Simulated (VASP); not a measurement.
# Cu (Pm-3m) in VASP: further runs

Cu is run at these levels: PBE; tasks: single point.

Program: VASP 6.6.1. These are calculated values, not measurements. Logs are shortened: lines on timing, memory, paths and dates and some standing lists are left out, and cuts for length are marked.

## (1) The cell of the first run

It takes space group Pm-3m (No. 221, cubic). Conventional cell: a = 2.454 Å, b = 2.454 Å, c = 2.454 Å, α = 90.00°, β = 90.00°, γ = 90.00°. Within 3.2 Å of Cu (site symmetry m-3m) lie 6 Cu at 2.45 Å.

## (2) Single point, PBE

INCAR reads:

```
PREC     = Accurate       # precision mode
ENCUT    = 520            # plane-wave cutoff, eV
EDIFF    = 1E-7           # SCF threshold, eV
ISMEAR   = -1             # smearing method
SIGMA    = 0.06122561905347299 # smearing width, eV
LREAL    = F              # projectors in reciprocal space
LASPH    = T              # aspherical terms in the spheres
NELM     = 60             # most SCF steps
ALGO     = Normal         # electronic algorithm
ISIF     = 2              # what is computed and relaxed
LWAVE    = F              # write WAVECAR
LCHARG   = F              # write CHGCAR
GGA      = PE             # functional
NBANDS   = 12             # bands
```

KPOINTS reads:

```
Automatic mesh
0
Gamma
  15 15 15
```

POSCAR reads:

```
Cu
1.0
    2.4542248913      0.0000000000      0.0000000000
    0.0000000000      2.4542248913      0.0000000000
    0.0000000000      0.0000000000      2.4542248913
Cu
1
Direct
    0.0000000000      0.0000000000      0.0000000000
```

Potentials or basis: VASP PAW PBE potentials, release 64 (Cu).

Started as:

```
$ cat potpaw_PBE.64/Cu/POTCAR > POTCAR
$ mpirun -np 1 vasp_std > vasp.out
```

OUTCAR:

```text
PREC = Accurate
   ENCUT = 520
   EDIFF = 1E-7
   ISMEAR = -1
   LREAL = F
   LASPH = T
   NELM = 60
   ISIF = 2
   GGA = PE

 ion  position               nearest neighbor table
   1  0.000  0.000  0.000-

  LATTYP: Found a simple cubic cell.
 ALAT       =     2.4542248913

  Lattice vectors:

 A1 = (   2.4542248913,   0.0000000000,   0.0000000000)
 A2 = (   0.0000000000,   2.4542248913,   0.0000000000)
 A3 = (   0.0000000000,   0.0000000000,   2.4542248913)

Analysis of symmetry for initial positions (statically):
=====================================================================
 Subroutine PRICEL returns:
 Original cell was already a primitive cell.

 Routine SETGRP: Setting up the symmetry group for a
 simple cubic supercell.

 Subroutine GETGRP returns: Found 48 space group operations
 (whereof 48 operations were pure point group operations)
 out of a pool of 48 trial point group operations.

The static configuration has the point symmetry O_h .

Analysis of symmetry for dynamics (positions and initial velocities):
=====================================================================
 Subroutine PRICEL returns:
 Original cell was already a primitive cell.

 Routine SETGRP: Setting up the symmetry group for a
 simple cubic supercell.

 Subroutine GETGRP returns: Found 48 space group operations
 (whereof 48 operations were pure point group operations)
 out of a pool of 48 trial point group operations.

The dynamic configuration has the point symmetry O_h .

 Subroutine INISYM returns: Found 48 space group operations
 (whereof 48 operations are pure point group operations),
 and found     1 'primitive' translations

----------------------------------------------------------------------------------------

                                     Primitive cell

  volume of cell :      14.7823

  direct lattice vectors                    reciprocal lattice vectors
     2.454224891  0.000000000  0.000000000     0.407460622  0.000000000  0.000000000
     0.000000000  2.454224891  0.000000000     0.000000000  0.407460622  0.000000000
     0.000000000  0.000000000  2.454224891     0.000000000  0.000000000  0.407460622

  length of vectors
     2.454224891  2.454224891  2.454224891     0.407460622  0.407460622  0.407460622

  position of ions in fractional coordinates (direct lattice)
     0.000000000  0.000000000  0.000000000
[... 75 lines left out ...]
   NELM   =     60;   NELMIN=  2; NELMDL= -5     # of ELM steps
   EDIFF  = 0.1E-06   stopping-criterion for ELM
   LREAL  =      F    real-space projection
   EDIFFG = 0.1E-05   stopping-criterion for IOM
   NSW    =      0    number of steps for IOM
   IBRION =     -1    ionic relax: 0-MD 1-quasi-New 2-CG
   NFREE  =      0    steps in history (QN), initial steepest desc. (CG)
   ISIF   =      2    stress and relaxation
   ISYM   =      2    0-nonsym 1-usesym 2-fastsym
   POTIM  = 0.5000    time-step for ionic-motion
   TEBEG  =    0.0;   TEEND  =   0.0 temperature during run
   PSTRESS=    0.0 pullay stress
   NELECT =      11.0000    total number of electrons
   NUPDOWN=      -1.0000    fix difference up-down
   EMIN   =  10.00;   EMAX   =-10.00  energy-range for DOS
   EFERMI =   0.00;   METHOD = LEGACY
   ISMEAR =    -1;   SIGMA  =   0.06  broadening in eV -4-tet -1-fermi 0-gaus
   EFERMI_NEDOS =   21; number of points for ismear=-14 and -15
   IALGO  =     38    algorithm
   IMIX   =      4    mixing-type and parameters
     AMIX     =   0.40;   BMIX     =  1.00
     AMIX_MAG =   1.60;   BMIX_MAG =  1.00
  volume/ion in A,a.u.               =      14.78        99.76
  Fermi-wavevector in a.u.,A,eV,Ry     =   1.483513  2.803433 29.943851  2.200811
  Thomas-Fermi vector in A             =   2.597165
   LORBIT       =      0    0 simple, 1 ext, 2 COOP (PROOUT), +10 PAW based schemes
   GGA     = PE    functional components
   LHFCALC =     F    Hartree Fock is set to
   AEXX    =    0.0000 exact exchange contribution
   IVDW    =     0    specifies the selected vdW correction
   LEPSILON=     F    determine dielectric tensor
   LRPA    =     F    only Hartree local field effects (RPA)
 non-spin polarized calculation
  energy-cutoff  :      520.00
  volume of cell :       14.78
 maximum number of plane-waves:       413
   NGX =  9   NGY =  9   NGZ =  9

 number of electron      10.9999963 magnetization

 Free energy of the ion-electron system (eV)
  ---------------------------------------------------
  ext. energy  EPLUGINS =         0.00000000
  ---------------------------------------------------
  free energy    TOTEN  =        -3.25574874 eV

  energy without entropy =       -3.25247225  energy(sigma->0) =       -3.25411049

 E-fermi :   4.9163     XC(G=0): -11.3907

 val. band max:        4.8552810085   @ k =   0.4000   0.2667   0.0667
 cond. band min:       5.1046727055   @ k =   0.4000   0.2000   0.2000
 fundamental gap:      0.2493916970
 Fermi energy:         4.9162665843

 k-point     1 :       0.0000    0.0000    0.0000
  band No.  band energies     occupation
      1      -2.6466      2.00000
      2       1.4279      2.00000
      3       1.4279      2.00000
      4       3.6914      2.00000
      5       3.6914      2.00000
      6       3.6914      2.00000
      7      21.8735      0.00000
      8      21.8735      0.00000
      9      21.8735      0.00000
     10      25.1925      0.00000
     11      25.1925      0.00000
     12      28.6494      0.00000
[... 331 lines left out ...]
 k-point    24 :       0.3333    0.2000    0.0000
  band No.  band energies     occupation
      1       0.6463      2.00000
      2       1.8762      2.00000
      3       2.3950      2.00000
      4       3.2025      2.00000
      5       3.4498      2.00000
      6       3.5101      2.00000
      7      11.1708      0.00000
      8      18.0435      0.00000
      9      25.8788      0.00000
     10      26.5260      0.00000
     11      28.2219      0.00000
     12      35.0893      0.00000

 [... further k-points ...]
[... 5 lines left out ...]
  --------------------------------------------------------------------------------------
  -------------------------------------------------------------------------------------
  Total       -0.4555696     -0.4555696     -0.4555696      0.0000000      0.0000000      0.0000000
  in kB      -49.3767172    -49.3767172    -49.3767172      0.0000000      0.0000000      0.0000000
  external PRESSURE =     -49.3767172 kB  Pullay stress =       0.0000000 kB

 VOLUME and BASIS-vectors are now :
 -----------------------------------------------------------------------------
  energy-cutoff  :      520.00
  volume of cell :       14.78
      direct lattice vectors                 reciprocal lattice vectors
     2.454224891  0.000000000  0.000000000     0.407460622  0.000000000  0.000000000
     0.000000000  2.454224891  0.000000000     0.000000000  0.407460622  0.000000000
     0.000000000  0.000000000  2.454224891     0.000000000  0.000000000  0.407460622

 POSITION                                       TOTAL-FORCE (eV/Angst)
 -----------------------------------------------------------------------------------
      0.00000      0.00000      0.00000         0.000000      0.000000      0.000000
 -----------------------------------------------------------------------------------
    total drift:                                0.000000      0.000000      0.000000

  FREE ENERGIE OF THE ION-ELECTRON SYSTEM (eV)
  ---------------------------------------------------
  free  energy   TOTEN  =        -3.2557487425 eV

  energy  without entropy=       -3.2524722458  energy(sigma->0) =       -3.25411049
```

OSZICAR:

```text
N       E                     dE             d eps       ncg     rms          rms(c)
DAV:   1     0.439716117450E+02    0.43972E+02   -0.53232E+03  3088   0.142E+03
DAV:   2    -0.256206612912E+01   -0.46534E+02   -0.43393E+02  2960   0.195E+02
DAV:   3    -0.394701223778E+01   -0.13849E+01   -0.13691E+01  3416   0.390E+01
DAV:   4    -0.395717442690E+01   -0.10162E-01   -0.10161E-01  3260   0.303E+00
DAV:   5    -0.395730005815E+01   -0.12563E-03   -0.12563E-03  3380   0.345E-01    0.703E+00
DAV:   6    -0.370613425854E+01    0.25117E+00   -0.13696E+01  3384   0.684E+01    0.441E+00
DAV:   7    -0.326292186362E+01    0.44321E+00   -0.24152E+00  3284   0.294E+01    0.303E-01
DAV:   8    -0.325954270424E+01    0.33792E-02   -0.30230E-02  3796   0.327E+00    0.475E-01
DAV:   9    -0.325580634150E+01    0.37364E-02   -0.27684E-02  3496   0.282E+00    0.675E-02
DAV:  10    -0.325574789086E+01    0.58451E-04   -0.39203E-04  4124   0.339E-01    0.814E-03
DAV:  11    -0.325574900854E+01   -0.11177E-05   -0.29204E-06  3408   0.193E-02    0.323E-03
DAV:  12    -0.325574865313E+01    0.35541E-06   -0.10649E-06  3196   0.173E-02    0.219E-04
DAV:  13    -0.325574874253E+01   -0.89406E-07   -0.77948E-09  1784   0.115E-03
   1 F= -.32557487E+01 E0= -.32541105E+01  d E =-.327650E-02
```

Run time: 11 s. Hardware: 1 thread of Intel Xeon 6975P-C, shared host; peak memory 0.13 GiB.

What came out:

* Free energy: -3.2557 eV
* Pressure: -4.9 GPa

## (3) Single point, PBE

This run uses another cell than the first one, of 13.11 Å³/atom, 0.887 times its volume.

INCAR reads:

```
PREC     = Accurate       # precision mode
ENCUT    = 520            # plane-wave cutoff, eV
EDIFF    = 1E-7           # SCF threshold, eV
ISMEAR   = -1             # smearing method
SIGMA    = 0.06122561905347299 # smearing width, eV
LREAL    = False          # projectors in reciprocal space
LASPH    = True           # aspherical terms in the spheres
NELM     = 100            # most SCF steps
ALGO     = Normal         # electronic algorithm
ISIF     = 2              # what is computed and relaxed
LWAVE    = False          # write WAVECAR
LCHARG   = False          # write CHGCAR
GGA      = PE             # functional
NBANDS   = 12             # bands
```

KPOINTS reads:

```
Automatic mesh
0
Gamma
  23 23 23
```

POSCAR reads:

```
Cu
1.0
    2.3578799308      0.0000000000      0.0000000000
    0.0000000000      2.3578799308      0.0000000000
    0.0000000000      0.0000000000      2.3578799308
Cu
1
Direct
    0.0000000000      0.0000000000      0.0000000000
```

Potentials or basis: VASP PAW PBE potentials, release 64 (Cu).

Started as:

```
$ cat potpaw_PBE.64/Cu/POTCAR > POTCAR
$ mpirun -np 1 vasp_std > vasp.out
```

OUTCAR:

```text
PREC = Accurate
   ENCUT = 520
   EDIFF = 1E-7
   ISMEAR = -1
   LREAL = False
   LASPH = True
   NELM = 100
   ISIF = 2
   GGA = PE

 ion  position               nearest neighbor table
   1  0.000  0.000  0.000-

  LATTYP: Found a simple cubic cell.
 ALAT       =     2.3578799308

  Lattice vectors:

 A1 = (   2.3578799308,   0.0000000000,   0.0000000000)
 A2 = (   0.0000000000,   2.3578799308,   0.0000000000)
 A3 = (   0.0000000000,   0.0000000000,   2.3578799308)

Analysis of symmetry for initial positions (statically):
=====================================================================
 Subroutine PRICEL returns:
 Original cell was already a primitive cell.

 Routine SETGRP: Setting up the symmetry group for a
 simple cubic supercell.

 Subroutine GETGRP returns: Found 48 space group operations
 (whereof 48 operations were pure point group operations)
 out of a pool of 48 trial point group operations.

The static configuration has the point symmetry O_h .

Analysis of symmetry for dynamics (positions and initial velocities):
=====================================================================
 Subroutine PRICEL returns:
 Original cell was already a primitive cell.

 Routine SETGRP: Setting up the symmetry group for a
 simple cubic supercell.

 Subroutine GETGRP returns: Found 48 space group operations
 (whereof 48 operations were pure point group operations)
 out of a pool of 48 trial point group operations.

The dynamic configuration has the point symmetry O_h .

 Subroutine INISYM returns: Found 48 space group operations
 (whereof 48 operations are pure point group operations),
 and found     1 'primitive' translations

----------------------------------------------------------------------------------------

[... 108 lines left out ...]
   IMIX   =      4    mixing-type and parameters
     AMIX     =   0.40;   BMIX     =  1.00
     AMIX_MAG =   1.60;   BMIX_MAG =  1.00
  volume/ion in A,a.u.               =      13.11        88.46
  Fermi-wavevector in a.u.,A,eV,Ry     =   1.544131  2.917984 32.440907  2.384339
  Thomas-Fermi vector in A             =   2.649695
   LORBIT       =      0    0 simple, 1 ext, 2 COOP (PROOUT), +10 PAW based schemes
   GGA     = PE    functional components
   LHFCALC =     F    Hartree Fock is set to
   AEXX    =    0.0000 exact exchange contribution
   IVDW    =     0    specifies the selected vdW correction
   LEPSILON=     F    determine dielectric tensor
   LRPA    =     F    only Hartree local field effects (RPA)
 non-spin polarized calculation
  energy-cutoff  :      520.00
  volume of cell :       13.11
 maximum number of plane-waves:       365
 NGX is ok and might be reduce to    18
   NGX =  9   NGY =  9   NGZ =  9

 number of electron      11.0000024 magnetization

 Free energy of the ion-electron system (eV)
  ---------------------------------------------------
  ext. energy  EPLUGINS =         0.00000000
  ---------------------------------------------------
  free energy    TOTEN  =        -3.24742334 eV

  energy without entropy =       -3.24385711  energy(sigma->0) =       -3.24564023

 E-fermi :   6.2052     XC(G=0): -12.0428

 val. band max:        6.1909953561   @ k =   0.3913   0.2174   0.1739
 cond. band min:       6.2128153052   @ k =   0.4783   0.1304   0.0870
 fundamental gap:      0.0218199491
 Fermi energy:         6.2052029184

 k-point     1 :       0.0000    0.0000    0.0000
  band No.  band energies     occupation
      1      -2.1767      2.00000
      2       2.1876      2.00000
      3       2.1876      2.00000
      4       4.8958      2.00000
      5       4.8958      2.00000
      6       4.8958      2.00000
      7      24.4223      0.00000
      8      24.4223      0.00000
      9      24.4223      0.00000
     10      27.9251      0.00000
     11      27.9251      0.00000
     12      31.9813      0.00000
[... 331 lines left out ...]
 k-point    24 :       0.0870    0.0870    0.0000
  band No.  band energies     occupation
      1      -1.7493      2.00000
      2       2.2656      2.00000
      3       2.3258      2.00000
      4       4.7632      2.00000
      5       4.8258      2.00000
      6       4.8465      2.00000
      7      21.7539      0.00000
      8      22.3955      0.00000
      9      24.9807      0.00000
     10      28.8412      0.00000
     11      31.1503      0.00000
     12      34.0566      0.00000

 [... further k-points ...]
[... 5 lines left out ...]
  --------------------------------------------------------------------------------------
  -------------------------------------------------------------------------------------
  Total        0.6267637      0.6267637      0.6267637     -0.0000000     -0.0000000     -0.0000000
  in kB       76.6036261     76.6036261     76.6036261     -0.0000000     -0.0000000     -0.0000000
  external PRESSURE =      76.6036261 kB  Pullay stress =       0.0000000 kB

 VOLUME and BASIS-vectors are now :
 -----------------------------------------------------------------------------
  energy-cutoff  :      520.00
  volume of cell :       13.11
      direct lattice vectors                 reciprocal lattice vectors
     2.357879931  0.000000000  0.000000000     0.424109806  0.000000000  0.000000000
     0.000000000  2.357879931  0.000000000     0.000000000  0.424109806  0.000000000
     0.000000000  0.000000000  2.357879931     0.000000000  0.000000000  0.424109806

 POSITION                                       TOTAL-FORCE (eV/Angst)
 -----------------------------------------------------------------------------------
      0.00000      0.00000      0.00000         0.000000      0.000000      0.000000
 -----------------------------------------------------------------------------------
    total drift:                                0.000000      0.000000      0.000000

  FREE ENERGIE OF THE ION-ELECTRON SYSTEM (eV)
  ---------------------------------------------------
  free  energy   TOTEN  =        -3.2474233392 eV

  energy  without entropy=       -3.2438571130  energy(sigma->0) =       -3.24564023
```

Wall time 29 s (1 thread of Intel Xeon 6975P-C, shared host); peak memory 0.17 GiB.

Results:

| Property | Result |
| --- | --- |
| Free energy | -3.2474 eV |
| Pressure | 7.7 GPa |

## (4) Single point, PBE

This run uses another cell than the first one, of 13.39 Å³/atom, 0.906 times its volume.

INCAR reads:

```
SYSTEM = Cu
PREC = Accurate
ENCUT = 520
EDIFF = 1E-6
ISMEAR = -1
SIGMA = 0.06122561905347299
LREAL = .FALSE.
LASPH = .TRUE.
NELM = 80
ALGO = Normal
ISIF = 2
LWAVE = .FALSE.
LCHARG = .TRUE.
GGA = PE
LELF = .TRUE.
LVHAR = .TRUE.
NBANDS = 12
```

KPOINTS reads:

```
regular mesh
0
G
  23 23 23
  0 0 0
```

POSCAR reads:

```
Cu
1.0
    2.3744852661      0.0000000000      0.0000000000
    0.0000000000      2.3744852661      0.0000000000
    0.0000000000      0.0000000000      2.3744852661
Cu
1
Direct
    0.0000000000      0.0000000000      0.0000000000
```

Started as:

```
$ cat potpaw_PBE.64/Cu/POTCAR > POTCAR
$ mpirun -np 1 vasp_std > vasp.out
```

Wall time 29 s (1 thread of Intel Xeon 6975P-C, shared host); peak memory 0.16 GiB.

The run converged. Its results:

```yaml
Free_energy: -3.2585 eV
Pressure: 4.9 GPa
```

Levels at points of the mesh, in eV from the Fermi level:
```tsv
k point	band 2	band 3	band 4	band 5	band 6	band 7	band 8	band 9	band 10	band 11
(0.00, 0.00, 0.00)	-3.93	-3.93	-1.30	-1.30	-1.30	17.98	17.98	17.98	21.45	21.45
```

## (5) The runs side by side

| cell | k mesh | gap on the mesh (eV) | pressure (GPa) |
| --- | --- | --- | --- |
| a = 2.454 Å, 1 atom | 15 × 15 × 15 | none | -4.9 |
| a = 2.358 Å, 1 atom | 23 × 23 × 23 | none | 7.7 |
| a = 2.374 Å, 1 atom | 23 × 23 × 23 | none | 4.9 |

Alike in all rows: task single point; level PBE; potentials or basis VASP PAW PBE potentials, release 64 (Cu); no spin polarisation; cutoff (eV) 520; smearing fermi-dirac 0.0612256 eV.

Total energies depend on the potentials used, so only differences within one code and one set of settings carry meaning.
